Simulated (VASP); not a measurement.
Input of a VASP 6.6.1 run:

File INCAR:

```
SYSTEM = Ni
PREC     = Accurate       ! precision mode
ENCUT    = 520            ! plane-wave cutoff, eV
EDIFF    = 1E-7           ! SCF threshold, eV
ISMEAR   = -1             ! smearing method
SIGMA    = 0.05           ! smearing width, eV
LREAL    = .FALSE.        ! projectors in reciprocal space
LASPH    = .TRUE.         ! aspherical terms in the spheres
NELM     = 150            ! most SCF steps
ALGO     = Normal         ! electronic algorithm
ISIF     = 2              ! what is computed and relaxed
LWAVE    = .FALSE.        ! write WAVECAR
LCHARG   = .FALSE.        ! write CHGCAR
ISPIN    = 2              ! spin polarisation
MAGMOM   = 1              ! initial moments
LORBIT   = 11             ! projections on sites
LMAXMIX  = 4              ! l up to which the mixer works
GGA      = RP             ! functional
IVDW     = 13             ! dispersion correction
NBANDS   = 15             ! bands
```

KPOINTS

```
Automatic mesh
0
G
  13 13 13
  0 0 0
```

Contents of POSCAR:

```
Ni
1.0
   -1.3845329604      1.3845329604      1.3845329604
    1.3845329604     -1.3845329604      1.3845329604
    1.3845329604      1.3845329604     -1.3845329604
Ni
1
Direct
    0.0000000000      0.0000000000      0.0000000000
```

Potentials or basis: VASP PAW PBE potentials, release 64 (Ni).

Run with:

```bash
$ cat potpaw_PBE.64/Ni/POTCAR > POTCAR
$ mpirun -np 1 vasp_std > vasp.out
```

(1) Predict the net moment.

(2) Estimate the pressure.

(3) Estimate the site moments.

## Answers

(1) 0.58 μB per cell.

(2) 0.0 GPa.

(3) Ni +0.59 μB.

Caveat: the PAW data sets were made with another functional, which shifts forces and pressure a little; pairwise dispersion overbinds metals, which lowers pressure and volume.
